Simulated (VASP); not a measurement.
Wanted: the native input for a VASP 6.6.1 run.

```yaml
Task: single point
Functional: PBE
Dispersion: D3(BJ)
Potentials_or_basis: VASP PAW PBE potentials, release 64 (Zn, O, C)
Cutoff: 520 eV
k_mesh: 5 × 6 × 1
Occupations: gaussian, width 0.1 eV
Spin: no spin polarisation
Dipole_correction: yes
Further_INCAR_settings: ALGO = Normal; EDIFF = 1e-06; NBANDS = 90
```

The structure of Zn12CO lies in POSCAR:

```
Zn12CO
1.0
    5.2355063994      0.0000000000      0.0000000000
    0.0000000000      4.8035765005      0.0000000000
    0.0000000000      0.0000000000     24.1411144134
Zn O C
12 1 1
Direct
    0.0000000000      0.7500000000      0.1656924337
    0.5000000000      0.7500000000      0.1656924337
    0.2500000000      0.2500000000      0.1969950590
    0.7500000000      0.2500000000      0.1969950590
    0.2500000000      0.7500000000      0.2596003094
    0.7500000000      0.7500000000      0.2596003094
    0.0000000000      0.2500000000      0.2927454107
    0.5000000000      0.2500000000      0.2927454107
    0.0000000000      0.7500000000      0.3817525344
    0.5000000000      0.7500000000      0.3817525344
    0.2500000000      0.2500000000      0.3890091506
    0.7500000000      0.2500000000      0.3890091506
    0.2500000000      0.6500000000      0.5132784759
    0.2500000000      0.6500000000      0.5609150506
```

One way to write it, as run:

INCAR

```
PREC = Accurate ; ENCUT = 520
EDIFF = 1E-6 ; ISMEAR = 0
SIGMA = 0.1 ; LREAL = F
LASPH = T ; NELM = 80
ALGO = Normal ; ISIF = 2
LWAVE = F ; LCHARG = T
LDIPOL = T ; IDIPOL = 3
DIPOL = 0.5 0.5 0.318 ; GGA = PE
IVDW = 12 ; LELF = T
LVHAR = T ; LVACPOTAV = T
NBANDS = 90
```

KPOINTS

```
Automatic mesh
0
Gamma
  5 6 1
```

Potentials or basis: VASP PAW PBE potentials, release 64 (Zn, O, C).

Launch:

```console
$ cat potpaw_PBE.64/Zn/POTCAR potpaw_PBE.64/O/POTCAR potpaw_PBE.64/C/POTCAR > POTCAR
$ mpirun -np 1 vasp_std > vasp.out
```

Results of the run:

```
Largest force              : 0.976 eV/Å
Band gap on the k mesh     : zero (bands 77 and 78 overlap by 0.78 eV)
Dispersion energy per atom : -0.247 eV
```

It took 37 min on 1 thread of Intel Xeon 8259CL, with other jobs on the host, peak memory 0.84 GiB.
